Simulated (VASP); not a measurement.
Pd, 1 atom in the cell. It takes space group Fm-3m (No. 225, cubic). The conventional cell has a = 3.893 Å, b = 3.893 Å, c = 3.893 Å, α = 90.00°, β = 90.00°, γ = 90.00°. Pd (site symmetry m-3m) has 12 Pd at 2.75 Å within 3.6 Å. 

* Program: VASP 6.6.1
* Task: relaxation of cell and atoms
* Functional: PBEsol
* Potentials or basis: VASP PAW PBE potentials, release 64 (Pd)
* Cutoff: 600 eV
* k mesh: 11 × 11 × 11
* Occupations: fermi-dirac, width 0.05 eV
* Spin: no spin polarisation
* Dipole correction: no
* Further INCAR settings: ALGO = Normal; EDIFF = 1e-06; IBRION = 2; EDIFFG = -0.01; NSW = 80; ISIF = 3

Potentials or basis: VASP PAW PBE potentials, release 64 (Pd).

Run with:

```sh
$ cat potpaw_PBE.64/Pd/POTCAR > POTCAR
$ mpirun -np 1 vasp_std > vasp.out
```

Hardware: 1 thread of Intel Xeon 8259CL (shared host).

Task: Estimate the wall time of this run.

Result: Wall time 20 s on 1 thread of Intel Xeon 8259CL, on a shared host, peak memory 0.15 GiB. Counts: scf iterations 22, k points 56, ion steps 3.
